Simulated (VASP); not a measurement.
# C in VASP: single point with PBE

Aim: the single point of C with PBE.

Everything below comes from runs of VASP 6.6.1. Logs are shortened: lines on timing, memory, paths and dates and some standing lists are left out, and cuts for length are marked.

## (1) The cell of the first run

The cell holds a slab with vacuum, 1 atom: a = 5.307 Å, b = 2.373 Å, c = 16.000 Å, α = 90.00°, β = 90.00°, γ = 90.00°.

## (2) Single point, PBE

The input, INCAR:

```
PREC = Accurate
ENCUT = 520
EDIFF = 1E-6
ISMEAR = -1
SIGMA = 0.05
LREAL = F
LASPH = T
NELM = 100
ALGO = Normal
ISIF = 2
LWAVE = F
LCHARG = F
LDIPOL = T
IDIPOL = 3
DIPOL = 0.5 0.5 0.500
GGA = PE
NBANDS = 8
```

The input, KPOINTS:

```
Automatic mesh
0
Gamma
  7 15 1
```

The input, POSCAR:

```
C
1.0
    5.3071701051      0.0000000000      0.0000000000
    0.0000000000      2.3734386246      0.0000000000
    0.0000000000      0.0000000000     16.0000000000
C
1
Direct
    0.0000000000      0.0000000000      0.5000000000
```

Potentials or basis: VASP PAW PBE potentials, release 64 (C).

Run with:

```bash
$ cat potpaw_PBE.64/C/POTCAR > POTCAR
$ mpirun -np 1 vasp_std > vasp.out
```

OUTCAR:

```text
PREC = Accurate
   ENCUT = 520
   EDIFF = 1E-6
   ISMEAR = -1
   LREAL = F
   LASPH = T
   NELM = 100
   ISIF = 2
   GGA = PE

 ion  position               nearest neighbor table
   1  0.000  0.000  0.500-

  LATTYP: Found a simple orthorhombic cell.
 ALAT       =     2.3734386246
 B/A-ratio  =     2.2360679775
 C/A-ratio  =     6.7412739618

  Lattice vectors:

 A1 = (   0.0000000000,  -2.3734386246,   0.0000000000)
 A2 = (   5.3071701051,   0.0000000000,   0.0000000000)
 A3 = (   0.0000000000,   0.0000000000,  16.0000000000)

Analysis of symmetry for initial positions (statically):
=====================================================================
 Subroutine PRICEL returns:
 Original cell was already a primitive cell.

 Routine SETGRP: Setting up the symmetry group for a
 simple orthorhombic supercell.

 Subroutine GETGRP returns: Found  8 space group operations
 (whereof  8 operations were pure point group operations)
 out of a pool of  8 trial point group operations.

The static configuration has the point symmetry D_2h.

Analysis of symmetry for dynamics (positions and initial velocities):
=====================================================================
 Subroutine PRICEL returns:
 Original cell was already a primitive cell.

 Routine SETGRP: Setting up the symmetry group for a
 simple orthorhombic supercell.

 Subroutine GETGRP returns: Found  8 space group operations
 (whereof  8 operations were pure point group operations)
 out of a pool of  8 trial point group operations.

The dynamic configuration has the point symmetry D_2h.

 Subroutine INISYM returns: Found  8 space group operations
 (whereof  8 operations are pure point group operations),
 and found     1 'primitive' translations

----------------------------------------------------------------------------------------

                                     Primitive cell

  volume of cell :     201.5399

  direct lattice vectors                    reciprocal lattice vectors
     5.307170105  0.000000000  0.000000000     0.188424335  0.000000000  0.000000000
     0.000000000  2.373438625  0.000000000     0.000000000  0.421329623  0.000000000
     0.000000000  0.000000000 16.000000000     0.000000000  0.000000000  0.062500000

  length of vectors
     5.307170105  2.373438625 16.000000000     0.188424335  0.421329623  0.062500000

  position of ions in fractional coordinates (direct lattice)
     0.000000000  0.000000000  0.500000000

  ion indices of the primitive-cell ions
   primitive index   ion index
                 1           1

----------------------------------------------------------------------------------------

 KPOINTS: Automatic mesh

Automatic generation of k-mesh.
 Grid dimensions read from file:
 generate k-points for:    7   15    1

 Generating k-lattice:

  Cartesian coordinates                     Fractional coordinates (reciprocal lattice)
     0.026917762  0.000000000  0.000000000     0.142857143  0.000000000  0.000000000
     0.000000000  0.028088642  0.000000000     0.000000000  0.066666667  0.000000000
     0.000000000  0.000000000  0.062500000     0.000000000  0.000000000  1.000000000

  Length of vectors
     0.026917762  0.028088642  0.062500000

  Shift w.r.t. Gamma in fractional coordinates (k-lattice)
     0.000000000  0.000000000  0.000000000

 Subroutine IBZKPT returns following result:
 ===========================================

 Found     32 irreducible k-points:

 Following reciprocal coordinates:
            Coordinates               Weight
  0.000000  0.000000  0.000000      1.000000
  0.142857  0.000000  0.000000      2.000000
  0.285714  0.000000  0.000000      2.000000
  0.428571  0.000000  0.000000      2.000000
  0.000000  0.066667  0.000000      2.000000
  0.142857  0.066667  0.000000      4.000000
[... 16 lines left out ...]
  0.285714  0.333333  0.000000      4.000000
  0.428571  0.333333  0.000000      4.000000
 [... further k-points ...]
   k-points           NKPTS =     32   k-points in BZ     NKDIM =     32   number of bands    NBANDS=      8
   number of dos      NEDOS =    301   number of ions     NIONS =      1
   total plane-waves  NPLWV =  86400
   dimension x,y,z NGX =    40 NGY =   18 NGZ =  120
   dimension x,y,z NGXF=    80 NGYF=   36 NGZF=  240
   ions per type =               1
   NGX,Y,Z   is equivalent  to a cutoff of  12.53, 12.61, 12.47 a.u.
   NGXF,Y,Z  is equivalent  to a cutoff of  25.06, 25.22, 24.94 a.u.
 SYSTEM =  unknown system
   PREC   = accura    normal or accurate (medium, high low for compatibility)
   ISTART =      0    job   : 0-new  1-cont  2-samecut
   ICHARG =      2    charge: 1-file 2-atom 10-const
   ISPIN  =      1    spin polarized calculation?
   LNONCOLLINEAR =      F non collinear calculations
   LSORBIT =      F    spin-orbit coupling
   LASPH  =      T    aspherical Exc in radial PAW
   ENCUT  =  520.0 eV  38.22 Ry    6.18 a.u.   9.87  4.41 29.75*2*pi/ulx,y,z
   NELM   =    100;   NELMIN=  2; NELMDL= -5     # of ELM steps
   EDIFF  = 0.1E-05   stopping-criterion for ELM
   LREAL  =      F    real-space projection
   EDIFFG = 0.1E-04   stopping-criterion for IOM
   NSW    =      0    number of steps for IOM
   IBRION =     -1    ionic relax: 0-MD 1-quasi-New 2-CG
   NFREE  =      0    steps in history (QN), initial steepest desc. (CG)
   ISIF   =      2    stress and relaxation
   ISYM   =      2    0-nonsym 1-usesym 2-fastsym
   POTIM  = 0.5000    time-step for ionic-motion
   TEBEG  =    0.0;   TEEND  =   0.0 temperature during run
   PSTRESS=    0.0 pullay stress
   NELECT =       4.0000    total number of electrons
   NUPDOWN=      -1.0000    fix difference up-down
   EMIN   =  10.00;   EMAX   =-10.00  energy-range for DOS
   EFERMI =   0.00;   METHOD = LEGACY
   ISMEAR =    -1;   SIGMA  =   0.05  broadening in eV -4-tet -1-fermi 0-gaus
   EFERMI_NEDOS =   21; number of points for ismear=-14 and -15
   IALGO  =     38    algorithm
   IMIX   =      4    mixing-type and parameters
     AMIX     =   0.40;   BMIX     =  1.00
     AMIX_MAG =   1.60;   BMIX_MAG =  1.00
  volume/ion in A,a.u.               =     201.54      1360.06
  Fermi-wavevector in a.u.,A,eV,Ry     =   0.443242  0.837606  2.673051  0.196464
  Thomas-Fermi vector in A             =   1.419628
   LORBIT       =      0    0 simple, 1 ext, 2 COOP (PROOUT), +10 PAW based schemes
   GGA     = PE    functional components
   LHFCALC =     F    Hartree Fock is set to
   AEXX    =    0.0000 exact exchange contribution
   IVDW    =     0    specifies the selected vdW correction
   LEPSILON=     F    determine dielectric tensor
   LRPA    =     F    only Hartree local field effects (RPA)
 non-spin polarized calculation
  energy-cutoff  :      520.00
  volume of cell :      201.54
 maximum number of plane-waves:      5463
 NGX is ok and might be reduce to    40
   NGX = 19   NGY =  9   NGZ = 59

 number of electron       4.0000000 magnetization

 dipolmoment           0.000000      0.000000     -0.000000 electrons x Angstroem

 Free energy of the ion-electron system (eV)
  ---------------------------------------------------
  ext. energy  EPLUGINS =         0.00000000
  ---------------------------------------------------
  free energy    TOTEN  =        -2.41853765 eV

  energy without entropy =       -2.39951208  energy(sigma->0) =       -2.40902487

 E-fermi :  -5.6779     XC(G=0):  -1.5560

 val. band max:       -5.7009905153   @ k =   0.4286   0.3333   0.0000
 cond. band min:      -5.5517284122   @ k =   0.4286   0.2000   0.0000
 fundamental gap:      0.1492621031
 Fermi energy:        -5.6779081183

 k-point     1 :       0.0000    0.0000    0.0000
  band No.  band energies     occupation
      1     -15.1055      2.00000
      2      -6.1107      1.99965
      3      -6.0016      1.99692
      4      -0.4156      0.00000
      5      -0.3316      0.00000
      6       0.4278      0.00000
      7       0.6948      0.00000
      8       2.0692      0.00000

 k-point     2 :       0.1429    0.0000    0.0000
  band No.  band energies     occupation
      1     -15.1035      2.00000
      2      -6.1054      1.99961
      3      -6.0401      1.99857
      4      -0.4155      0.00000
      5      -0.1901      0.00000
      6       0.5173      0.00000
      7       0.8167      0.00000
      8       2.1669      0.00000

 k-point     3 :       0.2857    0.0000    0.0000
  band No.  band energies     occupation
      1     -15.0990      2.00000
      2      -6.1236      1.99973
      3      -6.0933      1.99951
      4      -0.4153      0.00000
      5       0.2043      0.00000
      6       0.7824      0.00000
      7       1.1700      0.00000
      8       2.2107      0.00000

 k-point     4 :       0.4286    0.0000    0.0000
  band No.  band energies     occupation
      1     -15.0954      2.00000
      2      -6.1876      1.99993
      3      -6.0835      1.99940
      4      -0.4152      0.00000
      5       0.7932      0.00000
      6       1.1961      0.00000
      7       1.4899      0.00000
      8       1.8082      0.00000

 k-point     5 :       0.0000    0.0667    0.0000
  band No.  band energies     occupation
      1     -15.0218      2.00000
      2      -6.0375      1.99849
      3      -5.9307      1.98733
      4      -0.7569      0.00000
      5      -0.2130      0.00000
      6       0.5408      0.00000
      7       0.8129      0.00000
      8       2.1873      0.00000
[... 177 lines left out ...]
 k-point    22 :       0.1429    0.3333    0.0000
  band No.  band energies     occupation
      1     -13.1494      2.00000
      2      -5.7051      1.26514
      3      -4.6115      0.00000
      4      -4.5788      0.00000
      5       2.6734      0.00000
      6       3.2842      0.00000
      7       3.7456      0.00000
      8       5.0393      0.00000

 k-point    23 :       0.2857    0.3333    0.0000
  band No.  band energies     occupation
      1     -13.1461      2.00000
      2      -5.7028      1.24414
      3      -4.6230      0.00000
      4      -4.6058      0.00000
      5       2.9919      0.00000
      6       3.5693      0.00000
      7       4.0401      0.00000
      8       4.9090      0.00000

 k-point    24 :       0.4286    0.3333    0.0000
  band No.  band energies     occupation
      1     -13.1434      2.00000
      2      -5.7010      1.22681
      3      -4.6578      0.00000
      4      -4.6012      0.00000
      5       3.4362      0.00000
      6       4.0442      0.00000
      7       4.2019      0.00000
      8       4.7194      0.00000

 [... further k-points ...]

------------------------ aborting loop because EDIFF is reached ----------------------------------------

 vacuum level on the upper side and lower side of the slab       (xc-potential included)        -0.226        -0.226

  FORCE on cell =-STRESS in cart. coord.  units (eV):
  Direction    XX          YY          ZZ          XY          YZ          ZX
  --------------------------------------------------------------------------------------
  -------------------------------------------------------------------------------------
  Total       -0.0252257     -6.3910946     -0.0061556      0.0000000      0.0000000      0.0000000
  in kB       -0.2005359    -50.8071500     -0.0489350      0.0000000      0.0000000      0.0000000
  external PRESSURE =     -17.0188736 kB  Pullay stress =       0.0000000 kB

 VOLUME and BASIS-vectors are now :
 -----------------------------------------------------------------------------
  energy-cutoff  :      520.00
  volume of cell :      201.54
      direct lattice vectors                 reciprocal lattice vectors
     5.307170105  0.000000000  0.000000000     0.188424335  0.000000000  0.000000000
     0.000000000  2.373438625  0.000000000     0.000000000  0.421329623  0.000000000
     0.000000000  0.000000000 16.000000000     0.000000000  0.000000000  0.062500000

 POSITION                                       TOTAL-FORCE (eV/Angst)
 -----------------------------------------------------------------------------------
      0.00000      0.00000      8.00000         0.000000      0.000000      0.000000
 -----------------------------------------------------------------------------------
    total drift:                               -0.000000     -0.000000      0.000000

  FREE ENERGIE OF THE ION-ELECTRON SYSTEM (eV)
  ---------------------------------------------------
  free  energy   TOTEN  =        -2.4185376510 eV

  energy  without entropy=       -2.3995120834  energy(sigma->0) =       -2.40902487

 vacuum level on the upper side and lower side of the slab         0.271         0.271
```

Wall time 22 s (1 thread of Intel Xeon Platinum 8488C (Sapphire Rapids), shared host); peak memory 0.28 GiB.

What came out:

```
Free energy            : -2.4185 eV
Band gap on the k mesh : zero (bands 2 and 3 overlap by 1.03 eV)
```

Levels at points of the mesh, in eV from the Fermi level:
| k point | band 1 | band 2 | band 3 | band 4 | band 5 | band 6 |
| --- | --- | --- | --- | --- | --- | --- |
| (0.00, 0.00, 0.00) | -9.43 | -0.43 | -0.32 | 5.26 | 5.35 | 6.11 |
